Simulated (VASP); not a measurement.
# S (Pm-3m) in VASP: further runs

The runs below take S through single point, relaxation of cell and atoms, with r2SCAN.

All numbers are computed with VASP 6.6.1; they aren't measurements. Logs are shortened: lines on timing, memory, paths and dates and some standing lists are left out, and cuts for length are marked.

**1. The cell of the first run**

It takes space group Pm-3m (No. 221, cubic). The conventional cell has a = 2.571 Å, b = 2.571 Å, c = 2.571 Å, α = 90.00°, β = 90.00°, γ = 90.00°. S (site symmetry m-3m) has 6 S at 2.57 Å within 3.4 Å.

This isn't the form of S at room conditions, which is orthorhombic, of S8 rings.

**2. Single point, r2SCAN**

POSCAR reads:

```
S
1.0
    2.5705443832      0.0000000000      0.0000000000
    0.0000000000      2.5705443832      0.0000000000
    0.0000000000      0.0000000000      2.5705443832
S
1
Direct
    0.0000000000      0.0000000000      0.0000000000
```

INCAR.step1 reads:

```
SYSTEM = S
ALGO = Normal
EDIFF = 1E-4
ENCUT = 520
GGA = PE
ISMEAR = 0
LASPH = .True.
LCHARG = .False.
LREAL = .False.
LWAVE = .True.
NBANDS = 9
NELM = 60
PREC = Accurate
SIGMA = 0.1
```

INCAR.step2 reads:

```
SYSTEM = S
ALGO = Normal
EDIFF = 1E-6
ENCUT = 520
ISIF = 2
ISMEAR = 0
ISTART = 1
LASPH = .True.
LCHARG = .False.
LMIXTAU = .True.
LREAL = .False.
LWAVE = .False.
METAGGA = R2SCAN
NBANDS = 9
NELM = 60
PREC = Accurate
SIGMA = 0.1
```

KPOINTS reads:

```
k-points
0
Gamma
  16 16 16
  0 0 0
```

Potentials or basis: VASP PAW PBE potentials, release 64 (S).

On the command line:

```sh
cat potpaw_PBE.64/S/POTCAR > POTCAR
cp INCAR.step1 INCAR
mpirun -np 1 vasp_std > vasp.out
cp INCAR.step2 INCAR
mpirun -np 1 vasp_std > vasp.out
```

OUTCAR:

```text
SYSTEM = S
   EDIFF = 1E-6
   ENCUT = 520
   ISIF = 2
   ISMEAR = 0
   ISTART = 1
   LASPH = .True.
   LREAL = .False.
   METAGGA = R2SCAN
   NELM = 60
   PREC = Accurate

 ion  position               nearest neighbor table
   1  0.000  0.000  0.000-

  LATTYP: Found a simple cubic cell.
 ALAT       =     2.5705443832

  Lattice vectors:

 A1 = (   2.5705443832,   0.0000000000,   0.0000000000)
 A2 = (   0.0000000000,   2.5705443832,   0.0000000000)
 A3 = (   0.0000000000,   0.0000000000,   2.5705443832)

Analysis of symmetry for initial positions (statically):
=====================================================================
 Subroutine PRICEL returns:
 Original cell was already a primitive cell.

 Routine SETGRP: Setting up the symmetry group for a
 simple cubic supercell.

 Subroutine GETGRP returns: Found 48 space group operations
 (whereof 48 operations were pure point group operations)
 out of a pool of 48 trial point group operations.

The static configuration has the point symmetry O_h .

Analysis of symmetry for dynamics (positions and initial velocities):
=====================================================================
 Subroutine PRICEL returns:
 Original cell was already a primitive cell.

 Routine SETGRP: Setting up the symmetry group for a
 simple cubic supercell.

 Subroutine GETGRP returns: Found 48 space group operations
 (whereof 48 operations were pure point group operations)
 out of a pool of 48 trial point group operations.

The dynamic configuration has the point symmetry O_h .

 Subroutine INISYM returns: Found 48 space group operations
 (whereof 48 operations are pure point group operations),
 and found     1 'primitive' translations

----------------------------------------------------------------------------------------

                                     Primitive cell

  volume of cell :      16.9854

  direct lattice vectors                    reciprocal lattice vectors
     2.570544383  0.000000000  0.000000000     0.389022655  0.000000000  0.000000000
     0.000000000  2.570544383  0.000000000     0.000000000  0.389022655  0.000000000
     0.000000000  0.000000000  2.570544383     0.000000000  0.000000000  0.389022655

  length of vectors
     2.570544383  2.570544383  2.570544383     0.389022655  0.389022655  0.389022655

  position of ions in fractional coordinates (direct lattice)
     0.000000000  0.000000000  0.000000000

  ion indices of the primitive-cell ions
   primitive index   ion index
                 1           1

----------------------------------------------------------------------------------------

 KPOINTS: k-points

Automatic generation of k-mesh.
 Grid dimensions read from file:
 generate k-points for:   16   16   16

 Generating k-lattice:

  Cartesian coordinates                     Fractional coordinates (reciprocal lattice)
     0.024313916  0.000000000  0.000000000     0.062500000  0.000000000  0.000000000
     0.000000000  0.024313916  0.000000000     0.000000000  0.062500000  0.000000000
     0.000000000  0.000000000  0.024313916     0.000000000  0.000000000  0.062500000

  Length of vectors
     0.024313916  0.024313916  0.024313916

  Shift w.r.t. Gamma in fractional coordinates (k-lattice)
     0.000000000  0.000000000  0.000000000

 Subroutine IBZKPT returns following result:
 ===========================================

 Found    165 irreducible k-points:

 Following reciprocal coordinates:
            Coordinates               Weight
  0.000000  0.000000  0.000000      1.000000
  0.062500  0.000000  0.000000      6.000000
  0.125000  0.000000  0.000000      6.000000
  0.187500  0.000000  0.000000      6.000000
  0.250000  0.000000  0.000000      6.000000
  0.312500  0.000000  0.000000      6.000000
[... 16 lines left out ...]
  0.437500  0.125000  0.000000     24.000000
  0.500000  0.125000  0.000000     12.000000
 [... further k-points ...]
   k-points           NKPTS =    165   k-points in BZ     NKDIM =    165   number of bands    NBANDS=      9
   number of dos      NEDOS =    301   number of ions     NIONS =      1
   total plane-waves  NPLWV =   8000
   dimension x,y,z NGX =    20 NGY =   20 NGZ =   20
   dimension x,y,z NGXF=    40 NGYF=   40 NGZF=   40
   ions per type =               1
   NGX,Y,Z   is equivalent  to a cutoff of  12.93, 12.93, 12.93 a.u.
   NGXF,Y,Z  is equivalent  to a cutoff of  25.87, 25.87, 25.87 a.u.
 SYSTEM =  S
   PREC   = accura    normal or accurate (medium, high low for compatibility)
   ISTART =      1    job   : 0-new  1-cont  2-samecut
   ICHARG =      0    charge: 1-file 2-atom 10-const
   ISPIN  =      1    spin polarized calculation?
   LNONCOLLINEAR =      F non collinear calculations
   LSORBIT =      F    spin-orbit coupling
   LASPH  =      T    aspherical Exc in radial PAW
   ENCUT  =  520.0 eV  38.22 Ry    6.18 a.u.   4.78  4.78  4.78*2*pi/ulx,y,z
   NELM   =     60;   NELMIN=  2; NELMDL=  0     # of ELM steps
   EDIFF  = 0.1E-05   stopping-criterion for ELM
   LREAL  =      F    real-space projection
[... 7 lines left out ...]
   TEBEG  =    0.0;   TEEND  =   0.0 temperature during run
   PSTRESS=    0.0 pullay stress
   NELECT =       6.0000    total number of electrons
   NUPDOWN=      -1.0000    fix difference up-down
   EMIN   =  10.00;   EMAX   =-10.00  energy-range for DOS
   EFERMI =   0.00;   METHOD = LEGACY
   ISMEAR =     0;   SIGMA  =   0.10  broadening in eV -4-tet -1-fermi 0-gaus
   EFERMI_NEDOS =   21; number of points for ismear=-14 and -15
   IALGO  =     38    algorithm
   IMIX   =      4    mixing-type and parameters
     AMIX     =   0.40;   BMIX     =  1.00
     AMIX_MAG =   1.60;   BMIX_MAG =  1.00
  volume/ion in A,a.u.               =      16.99       114.62
  Fermi-wavevector in a.u.,A,eV,Ry     =   1.157267  2.186917 18.221825  1.339266
  Thomas-Fermi vector in A             =   2.293880
   LORBIT       =      0    0 simple, 1 ext, 2 COOP (PROOUT), +10 PAW based schemes
   METAGGA = R2SCAN    functional components
   LHFCALC =     F    Hartree Fock is set to
   AEXX    =    0.0000 exact exchange contribution
   IVDW    =     0    specifies the selected vdW correction
   LEPSILON=     F    determine dielectric tensor
   LRPA    =     F    only Hartree local field effects (RPA)
 non-spin polarized calculation
 Gauss-broadening in eV      SIGMA  =   0.10
  energy-cutoff  :      520.00
  volume of cell :       16.99
 maximum number of plane-waves:       480
 NGX is ok and might be reduce to    20
   NGX =  9   NGY =  9   NGZ =  9

 number of electron       5.9999998 magnetization

 Free energy of the ion-electron system (eV)
  ---------------------------------------------------
  ext. energy  EPLUGINS =         0.00000000
  ---------------------------------------------------
  free energy    TOTEN  =        -7.34354419 eV

  energy without entropy =       -7.34269406  energy(sigma->0) =       -7.34311912

 E-fermi :   6.9692     XC(G=0): -11.2511

 val. band max:        6.9578254021   @ k =   0.5000   0.4375   0.2500
 cond. band min:       7.0575222285   @ k =   0.5000   0.5000   0.2500
 fundamental gap:      0.0996968264
 Fermi energy:         6.9691665211

 k-point     1 :       0.0000    0.0000    0.0000
  band No.  band energies     occupation
      1     -10.8985      2.00000
      2       8.6361      0.00000
      3       8.6361      0.00000
      4       8.6361      0.00000
      5      14.7498      0.00000
      6      14.7498      0.00000
      7      18.3225      0.00000
      8      29.8945      0.00000
      9      29.8945      0.00000

 k-point     2 :       0.0625    0.0000    0.0000
  band No.  band energies     occupation
      1     -10.8255      2.00000
      2       7.8876      0.00000
      3       8.6860      0.00000
      4       8.6860      0.00000
      5      14.8109      0.00000
      6      15.4180      0.00000
      7      18.5919      0.00000
      8      29.2835      0.00000
      9      29.2835      0.00000

 k-point     3 :       0.1250    0.0000    0.0000
  band No.  band energies     occupation
      1     -10.6086      2.00000
      2       6.2857      2.00000
      3       8.8323      0.00000
      4       8.8323      0.00000
      5      14.9904      0.00000
      6      16.6027      0.00000
      7      19.5546      0.00000
      8      27.9100      0.00000
      9      27.9100      0.00000

 k-point     4 :       0.1875    0.0000    0.0000
  band No.  band energies     occupation
      1     -10.2562      2.00000
      2       4.4859      2.00000
      3       9.0634      0.00000
      4       9.0634      0.00000
      5      15.2759      0.00000
      6      17.5305      0.00000
      7      21.2396      0.00000
      8      26.3356      0.00000
      9      26.3356      0.00000
[... 205 lines left out ...]
 k-point    22 :       0.3750    0.1250    0.0000
  band No.  band energies     occupation
      1      -8.3592      2.00000
      2       0.0601      2.00000
      3       7.9002      0.00000
      4      10.1674      0.00000
      5      17.7596      0.00000
      6      18.6736      0.00000
      7      22.1460      0.00000
      8      22.6964      0.00000
      9      25.7090      0.00000

 k-point    23 :       0.4375    0.1250    0.0000
  band No.  band energies     occupation
      1      -7.8816      2.00000
      2      -0.8725      2.00000
      3       8.1748      0.00000
      4      10.3854      0.00000
      5      17.9989      0.00000
      6      18.1981      0.00000
      7      22.0363      0.00000
      8      22.7219      0.00000
      9      25.1206      0.00000

 k-point    24 :       0.5000    0.1250    0.0000
  band No.  band energies     occupation
      1      -7.6870      2.00000
      2      -1.2195      2.00000
      3       8.2780      0.00000
      4      10.4660      0.00000
      5      17.8520      0.00000
      6      18.2567      0.00000
      7      21.8072      0.00000
      8      23.0701      0.00000
      9      24.7251      0.00000

 [... further k-points ...]

------------------------ aborting loop because EDIFF is reached ----------------------------------------

  FORCE on cell =-STRESS in cart. coord.  units (eV):
  Direction    XX          YY          ZZ          XY          YZ          ZX
  --------------------------------------------------------------------------------------
  -------------------------------------------------------------------------------------
  Total       -0.0282021     -0.0282021     -0.0282021      0.0000000     -0.0000000      0.0000000
  in kB       -2.6602107     -2.6602107     -2.6602107      0.0000000     -0.0000000      0.0000000
  external PRESSURE =      -2.6602107 kB  Pullay stress =       0.0000000 kB

 VOLUME and BASIS-vectors are now :
 -----------------------------------------------------------------------------
  energy-cutoff  :      520.00
  volume of cell :       16.99
      direct lattice vectors                 reciprocal lattice vectors
     2.570544383  0.000000000  0.000000000     0.389022655  0.000000000  0.000000000
     0.000000000  2.570544383  0.000000000     0.000000000  0.389022655  0.000000000
     0.000000000  0.000000000  2.570544383     0.000000000  0.000000000  0.389022655

 POSITION                                       TOTAL-FORCE (eV/Angst)
 -----------------------------------------------------------------------------------
      0.00000      0.00000      0.00000         0.000000      0.000000      0.000000
 -----------------------------------------------------------------------------------
    total drift:                                0.000000     -0.000000      0.000000

  FREE ENERGIE OF THE ION-ELECTRON SYSTEM (eV)
  ---------------------------------------------------
  free  energy   TOTEN  =        -7.3435441908 eV

  energy  without entropy=       -7.3426940580  energy(sigma->0) =       -7.34311912
```

It took 38 s on 1 thread of Intel Xeon Platinum 8488C (Sapphire Rapids), shared host; peak memory 0.13 GiB.

What came out:

```yaml
Free_energy: -7.3435 eV
Pressure: -0.3 GPa
Band_gap_on_the_k_mesh: zero (bands 3 and 4 overlap by 7.35 eV)
```

Caveat: the PAW data sets were made with another functional, which shifts forces and pressure a little.

**3. Relaxation of cell and atoms, r2SCAN**

This run uses another cell than the first one, of 17.27 Å³/atom.

POSCAR reads:

```
S
1.0
    2.5848680421      0.0000000000      0.0000000000
    0.0000000000      2.5848680421      0.0000000000
    0.0000000000      0.0000000000      2.5848680421
S
1
Direct
    0.0000000000      0.0000000000      0.0000000000
```

INCAR.step1 reads:

```
SYSTEM = S
PREC     = Accurate       ! precision mode
ENCUT    = 600            ! plane-wave cutoff, eV
ISMEAR   = 0              ! smearing method
SIGMA    = 0.1            ! smearing width, eV
LREAL    = .False.        ! projectors in reciprocal space
LASPH    = .True.         ! aspherical terms in the spheres
NELM     = 100            ! most SCF steps
GGA      = PE             ! functional
ALGO     = Normal         ! electronic algorithm
EDIFF    = 1E-4           ! SCF threshold, eV
LWAVE    = .True.         ! write WAVECAR
LCHARG   = .False.        ! write CHGCAR
```

INCAR.step2 reads:

```
SYSTEM = S
PREC     = Accurate       ! precision mode
ENCUT    = 600            ! plane-wave cutoff, eV
EDIFF    = 1E-6           ! SCF threshold, eV
ISMEAR   = 0              ! smearing method
SIGMA    = 0.1            ! smearing width, eV
LREAL    = .False.        ! projectors in reciprocal space
LASPH    = .True.         ! aspherical terms in the spheres
NELM     = 100            ! most SCF steps
ALGO     = Normal         ! electronic algorithm
ISIF     = 3              ! what is computed and relaxed
LWAVE    = .False.        ! write WAVECAR
LCHARG   = .False.        ! write CHGCAR
METAGGA  = R2SCAN         ! meta-GGA
LMIXTAU  = .True.       
IBRION   = 2              ! ionic algorithm
NSW      = 80             ! ionic steps
EDIFFG   = -0.01          ! ionic threshold
ISTART   = 1
```

KPOINTS reads:

```
regular mesh
0
Gamma
  16 16 16
  0 0 0
```

Potentials or basis: VASP PAW PBE potentials, release 64 (S).

On the command line:

```sh
cat potpaw_PBE.64/S/POTCAR > POTCAR
cp INCAR.step1 INCAR
mpirun -np 1 vasp_std > vasp.out
cp INCAR.step2 INCAR
mpirun -np 1 vasp_std > vasp.out
```

OUTCAR:

```text
SYSTEM = S
   PREC = Accurate
   ENCUT = 600
   EDIFF = 1E-6
   ISMEAR = 0
   LREAL = .False.
   LASPH = .True.
   NELM = 100
   ISIF = 3
   METAGGA = R2SCAN
   IBRION = 2
   NSW = 80
   EDIFFG = -0.01
   ISTART = 1

 ion  position               nearest neighbor table
   1  0.000  0.000  0.000-

  LATTYP: Found a simple cubic cell.
 ALAT       =     2.5848680421

  Lattice vectors:

 A1 = (   2.5848680421,   0.0000000000,   0.0000000000)
 A2 = (   0.0000000000,   2.5848680421,   0.0000000000)
 A3 = (   0.0000000000,   0.0000000000,   2.5848680421)

Analysis of symmetry for initial positions (statically):
=====================================================================
 Subroutine PRICEL returns:
 Original cell was already a primitive cell.

 Routine SETGRP: Setting up the symmetry group for a
 simple cubic supercell.

 Subroutine GETGRP returns: Found 48 space group operations
 (whereof 48 operations were pure point group operations)
 out of a pool of 48 trial point group operations.

[... 169 lines left out ...]
  -------------------------------------------------------------------------------------
  Total       -0.1826675     -0.1826675     -0.1826675     -0.0000000     -0.0000000      0.0000000
  in kB      -16.9455916    -16.9455916    -16.9455916     -0.0000000     -0.0000000      0.0000000
  external PRESSURE =     -16.9455916 kB  Pullay stress =       0.0000000 kB
[... 57 lines left out ...]
--------------------------------------- Ionic step        3  -------------------------------------------

 number of electron       5.9999999 magnetization

 Free energy of the ion-electron system (eV)
  ---------------------------------------------------
  ext. energy  EPLUGINS =         0.00000000
  ---------------------------------------------------
  free energy    TOTEN  =        -7.34403964 eV

  energy without entropy =       -7.34319876  energy(sigma->0) =       -7.34361920

 E-fermi :   7.0046     XC(G=0): -11.2623

 val. band max:        6.9955839930   @ k =   0.5000   0.4375   0.2500
 cond. band min:       7.0956946212   @ k =   0.5000   0.5000   0.2500
 fundamental gap:      0.1001106283
 Fermi energy:         7.0045718029

 k-point     1 :       0.0000    0.0000    0.0000
  band No.  band energies     occupation
      1     -10.8893      2.00000
      2       8.6746      0.00000
      3       8.6746      0.00000
      4       8.6746      0.00000
      5      14.7741      0.00000
      6      14.7741      0.00000
      7      18.3751      0.00000
[... 221 lines left out ...]
 k-point    24 :       0.5000    0.1250    0.0000
  band No.  band energies     occupation
      1      -7.6671      2.00000
      2      -1.2083      2.00000
      3       8.3157      0.00000
      4      10.5113      0.00000
      5      17.8847      0.00000
      6      18.2911      0.00000
      7      21.8442      0.00000

 [... further k-points ...]

------------------------ aborting loop because EDIFF is reached ----------------------------------------

  FORCE on cell =-STRESS in cart. coord.  units (eV):
  Direction    XX          YY          ZZ          XY          YZ          ZX
  --------------------------------------------------------------------------------------
  -------------------------------------------------------------------------------------
  Total       -0.0002134     -0.0002134     -0.0002134     -0.0000000     -0.0000000      0.0000000
  in kB       -0.0201768     -0.0201768     -0.0201768     -0.0000000     -0.0000000      0.0000000
  external PRESSURE =      -0.0201768 kB  Pullay stress =       0.0000000 kB
[... 16 lines left out ...]
  FREE ENERGIE OF THE ION-ELECTRON SYSTEM (eV)
  ---------------------------------------------------
  free  energy   TOTEN  =        -7.3440396402 eV

  energy  without entropy=       -7.3431987647  energy(sigma->0) =       -7.34361920

 reached required accuracy - stopping structural energy minimisation
```

OSZICAR.step1:

```text
N       E                     dE             d eps       ncg     rms          rms(c)
DAV:   1     0.109459677623E+02    0.10946E+02   -0.31523E+03  2352   0.801E+02
DAV:   2    -0.328152375501E+01   -0.14227E+02   -0.13387E+02  3360   0.902E+01
DAV:   3    -0.350670042190E+01   -0.22518E+00   -0.22476E+00  2800   0.133E+01
DAV:   4    -0.350726562455E+01   -0.56520E-03   -0.56519E-03  3472   0.729E-01
DAV:   5    -0.350726692745E+01   -0.13029E-05   -0.13034E-05  2877   0.243E-02    0.966E+00
DAV:   6    -0.351083299438E+01   -0.35661E-02   -0.72827E-04  3108   0.283E-01    0.581E+00
DAV:   7    -0.351351682534E+01   -0.26838E-02   -0.18406E-03  2583   0.439E-01    0.669E-02
DAV:   8    -0.351358980674E+01   -0.72981E-04   -0.75115E-05  3157   0.762E-02
   1 F= -.35135898E+01 E0= -.35130425E+01  d E =-.109459E-02
```

It took 72 s on 1 thread of Intel Xeon Platinum 8488C (Sapphire Rapids), shared host; peak memory 0.15 GiB.

What came out:

```
Free energy                           : -7.3440 eV
Relaxed volume                        : 16.95 Å³/atom
Relaxed cell                          : a = 2.569 Å, b = 2.569 Å, c = 2.569 Å, α = 90.00°, β = 90.00°, γ = 90.00°
Space group after relaxing (to 0.1 Å) : Pm-3m (No. 221)
Energy gained by relaxing             : 1.7 meV/atom
Ionic steps                           : 3
Pressure after relaxing               : 0.0 GPa
Band gap on the k mesh                : zero (bands 3 and 4 overlap by 7.37 eV)
```

Step by step:
```
step  energy change (eV)  largest force (eV/Å)  pressure (GPa)  volume (Å³)
   1              0.0000                0.0000           -1.69        17.27
   2             -0.0015                0.0000            0.71        16.82
   3             -0.0017                0.0000            0.00        16.95
```

Final structure:
```
S
1.0
     2.56859    0.00000    0.00000
     0.00000    2.56859    0.00000
     0.00000    0.00000    2.56859
S
1
Direct
  0.00000 0.00000 0.00000
```

Caveat: the PAW data sets were made with another functional, which shifts forces and pressure a little.

The gap in the log of VASP goes by the Fermi energy; the results here count the filled bands.